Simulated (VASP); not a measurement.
Write the native input for VASP 6.6.1 that does the following.

```yaml
Task: electric field gradients
Functional: PBE
Potentials_or_basis: VASP PAW PBE potentials, release 64 (Si, O)
Cutoff: 520 eV
k_mesh: 5 × 5 × 4
Occupations: fermi-dirac, width 0.02 eV
Spin: no spin polarisation
Dipole_correction: no
Further_INCAR_settings: ALGO = Normal; EDIFF = 1e-08; NBANDS = 44
```

The structure of SiO2 (Cristobalite) lies in POSCAR:

```
SiO2
1.0
    4.9028000000      0.0000000000      0.0000000000
    0.0000000000      4.9028000000      0.0000000000
    0.0000000000      0.0000000000      6.7782000000
Si O
4 8
Direct
    0.3086000000      0.3086000000      0.0000000000
    0.1914000000      0.8086000000      0.2500000000
    0.6914000000      0.6914000000      0.5000000000
    0.8086000000      0.1914000000      0.7500000000
    0.2364000000      0.1198000000      0.1870000000
    0.3802000000      0.7364000000      0.4370000000
    0.7636000000      0.8802000000      0.6870000000
    0.6198000000      0.2636000000      0.9370000000
    0.7364000000      0.3802000000      0.5630000000
    0.8802000000      0.7636000000      0.3130000000
    0.2636000000      0.6198000000      0.0630000000
    0.1198000000      0.2364000000      0.8130000000
```

One way to write it, as run:

INCAR

```
PREC = Accurate
ENCUT = 520
EDIFF = 1E-8
ISMEAR = -1
SIGMA = 0.02
LREAL = False
LASPH = True
NELM = 100
ALGO = Normal
ISIF = 2
LWAVE = False
LCHARG = False
GGA = PE
LEFG = True
NBANDS = 44
```

KPOINTS

```
Automatic mesh
0
Gamma
  5 5 4
```

Potentials or basis: VASP PAW PBE potentials, release 64 (Si, O).

Command:

```sh
$ cat potpaw_PBE.64/Si/POTCAR potpaw_PBE.64/O/POTCAR > POTCAR
$ mpirun -np 1 vasp_std > vasp.out
```

It gave:

* Pressure: 8.7 GPa
* Largest force: 0.525 eV/Å
* Band gap on the k mesh: 5.88 eV, direct

Caveat: without QUAD_EFG the Cq values of the log hold for a quadrupole moment of 1 mb, not for the nuclei.

Wall time 2.3 min on 1 thread of Intel(R) Xeon(R) Platinum 8259CL CPU @ 2.50GHz (Skylake/Cascade Lake), with other jobs on the host, peak memory 0.28 GiB.
